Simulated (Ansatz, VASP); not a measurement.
ZnRh3 in VASP and in Ansatz

```
CELL_PARAMETERS angstrom
-1.89814 1.89814 3.78818
1.89814 -1.89814 3.78818
1.89814 1.89814 -3.78818
ATOMIC_POSITIONS crystal
Zn 0.00000 0.00000 0.00000
Rh 0.75000 0.25000 0.50000
Rh 0.25000 0.75000 0.50000
Rh 0.50000 0.50000 0.00000
```

Alike in both runs: task single point; functional LDA; k mesh 3 × 3 × 3; no spin polarisation.

```csv
,VASP,Ansatz
version,VASP 6.6.1,Ansatz 0.2.0
potentials or method,"VASP PAW LDA potentials, release 64 (Zn, Rh_sv_GW)","plane waves, PAW"
plane-wave cutoff (eV),620,420
occupations,"fermi-dirac, width 0.1 eV",fermi-dirac
valence electrons in the cell,63,63
```

VASP gave:

```
pressure (GPa)                                                : -10.4
traceless stress, the component that is largest in VASP (GPa) : -1.24
```

Task: Estimate Ansatz's values.

Result: Pressure (GPa): -11.0; traceless stress, the component that is largest in VASP (GPa): -1.27.

LDA's correlation is that of Perdew and Zunger in VASP and of Perdew and Wang (1992) in Ansatz.

The k mesh is coarse, so the values compare programs but aren't converged.
